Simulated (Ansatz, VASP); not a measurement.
## One calculation of ZnO, two programs

```
CELL_PARAMETERS angstrom
3.24931 0.00000 0.00000
-1.62465 2.81398 0.00000
0.00000 0.00000 5.20571
ATOMIC_POSITIONS crystal
Zn 0.33333 0.66667 0.50000
Zn 0.66667 0.33333 0.00000
O 0.66667 0.33333 0.37901
O 0.33333 0.66667 0.87901
```

Alike in both runs: task electric field gradients; functional PBEsol; k mesh 8 × 8 × 5; occupations fermi-dirac, width 0.02 eV; no spin polarisation.

```csv
,VASP,Ansatz
version,VASP 6.6.1,Ansatz 0.2.0
potentials or method,"VASP PAW PBE potentials, release 64 (Zn, O)","plane-wave PAW, scalar-relativistic"
plane-wave cutoff (eV),520,420
valence electrons in the cell,36,36
```

```csv
,VASP,Ansatz,Ansatz less VASP
pressure (GPa),-0.5,-1.5,-0.96
"traceless stress, the component that is largest in VASP (GPa)",1.15,1.11,-0.042
rms of the force components (eV/Å),0.038,0.036,-0.0021
size of Vzz on the site where it differs most (V/Å²),0.9,0.9,+0.07
```

VASP's potentials were made for PBE, not for PBEsol. Atom by atom the forces differ by 0.002 eV/Å (rms over components).
